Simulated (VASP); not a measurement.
Set up this calculation in VASP 6.6.1, as the native input.

```
Task                   : single point
Functional             : r2SCAN
Potentials or basis    : VASP PAW PBE potentials, release 64 (Ni)
Cutoff                 : 520 eV
k mesh                 : 14 × 14 × 14
Occupations            : fermi-dirac, width 0.1 eV
Spin                   : collinear spin, ferromagnetic start
Starting moments       : [1.06] μB
Fixed moment           : 1.06 μB
Dipole correction      : no
Further INCAR settings : ALGO = Normal; EDIFF = 1e-06; NBANDS = 15
```

Crystal: Ni.

```
Ni
1.0
     0.00000    1.76037    1.76037
     1.76037    0.00000    1.76037
     1.76037    1.76037    0.00000
Ni
1
Direct
  0.00000 0.00000 0.00000
```

The input as run:

POSCAR

```
Ni
1.0
    0.0000000000      1.7603666700      1.7603666700
    1.7603666700      0.0000000000      1.7603666700
    1.7603666700      1.7603666700      0.0000000000
Ni
1
Direct
    0.0000000000      0.0000000000      0.0000000000
```

INCAR.step1

```
  PREC = Accurate
  ENCUT = 520
  ISMEAR = -1
  SIGMA = 0.1
  LREAL = F
  LASPH = T
  NELM = 150
  ISPIN = 2
  MAGMOM = 1.06
  NUPDOWN = 1.06
  LMAXMIX = 4
  NBANDS = 15
  GGA = PE
  ALGO = Normal
  EDIFF = 1E-4
  LWAVE = T
  LCHARG = F
```

INCAR.step2

```
  PREC = Accurate
  ENCUT = 520
  EDIFF = 1E-6
  ISMEAR = -1
  SIGMA = 0.1
  LREAL = F
  LASPH = T
  NELM = 150
  ALGO = Normal
  ISIF = 2
  LWAVE = F
  LCHARG = T
  ISPIN = 2
  MAGMOM = 1.06
  LORBIT = 11
  NUPDOWN = 1.06
  LMAXMIX = 4
  METAGGA = R2SCAN
  LMIXTAU = T
  LELF = T
  LVHAR = T
  NBANDS = 15
  ISTART = 1
```

KPOINTS

```
Automatic mesh
0
Gamma
  14 14 14
```

Potentials or basis: VASP PAW PBE potentials, release 64 (Ni).

The run is started by

```console
$ cat potpaw_PBE.64/Ni/POTCAR > POTCAR
$ cp INCAR.step1 INCAR
$ mpirun -np 1 vasp_std > vasp.out
$ cp INCAR.step2 INCAR
$ mpirun -np 1 vasp_std > vasp.out
```

Results of the run:

```
Pressure                                              : -2.9 GPa
Net moment                                            : 1.06 μB per cell
Site moments                                          : Ni +1.07 μB
Valence electrons inside the program's atomic spheres : Ni 9.33
```

Caveat: the PAW data sets were made with another functional, which shifts forces and pressure a little; the total moment is fixed, so each spin has its own Fermi level and the state may be an excited one.

Run time: 66 s on 1 thread of Intel(R) Xeon(R) 6975P-C (Granite Rapids), with other jobs on the host, peak memory 0.15 GiB.
